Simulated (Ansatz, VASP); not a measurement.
**KAg: VASP beside Ansatz**

File INCAR:

```
SYSTEM = KAg
PREC = Accurate ; ENCUT = 600
EDIFF = 1E-6 ; ISMEAR = 0
SIGMA = 0.1 ; LREAL = .FALSE.
LASPH = .TRUE. ; NELM = 100
ALGO = Normal ; ISIF = 3
LWAVE = .FALSE. ; LCHARG = .FALSE.
GGA = PE ; IBRION = 2
NSW = 90 ; EDIFFG = -0.04
```

Contents of KPOINTS:

```
Automatic mesh
0
G
  6 6 4
  0 0 0
```

The input POSCAR:

```
KAg
1.0
    3.9167915089      0.0000000000      0.0000000000
   -1.9583957544      3.3920409480      0.0000000000
    0.0000000000      0.0000000000      3.8202370945
K Ag
1 1
Direct
    0.0000000000      0.0000000000      0.0000000000
    0.6666666667      0.3333333333      0.5000000000
```

Input for Ansatz:

```yaml
crystal:
  lattice:
    - [3.9167915089, 0.0, 0.0]
    - [-1.9583957544, 3.392040948, 0.0]
    - [0.0, 0.0, 3.8202370945]
  atoms:
    - { symbol: K, position: [0.0, 0.0, 0.0] }
    - { symbol: Ag, position: [0.6666666667, 0.3333333333, 0.5] }
basis:
  ecutwfc: 420
kpoints:
  mp_grid: { grid: [6, 6, 4] }
hamiltonian:
  xc: pbe
scf:
  occupations: { method: gaussian, width: 0.1 }
  lower_state_search: "off"
output:
  forces: true
  stress: true
  eigenvalues: true
relax:
  adjacent_minimum: "off"
  f_tol: 0.04
  max_steps: 70
  cell: { stress_tol: 0.4 }
```

Alike in both runs: task relaxation of cell and atoms; functional PBE; k mesh 6 × 6 × 4; occupations gaussian, width 0.1 eV; no spin polarisation.

|  | VASP | Ansatz |
| --- | --- | --- |
| version | VASP 6.6.1 | Ansatz 0.2.0 |
| potentials or method | VASP PAW PBE potentials, release 64 (K_sv, Ag), cutoff 600 eV | scalar-relativistic, plane waves, PAW |
| valence electrons in the cell | 20 | 28 |

Ansatz gave:

```
gap on the k mesh at the Fermi level, each at its own relaxed structure (eV) : 0.12
relaxed volume (Å³/atom)                                                     : 42.81
relaxed cell length with the largest relative difference (Å)                 : 4.469
```

Q: What did VASP give for the same quantities?

A: gap on the k mesh at the Fermi level, each at its own relaxed structure (eV): 0.14; relaxed volume (Å³/atom): 42.90; relaxed cell length with the largest relative difference (Å): 4.442.

VASP's potentials hold 20 valence electrons a cell and Ansatz's 28, so a difference there can come from the potentials and not from the codes.

Noted on VASP's run: the volume moved by over 15 % at a fixed basis, so the end points are rough.
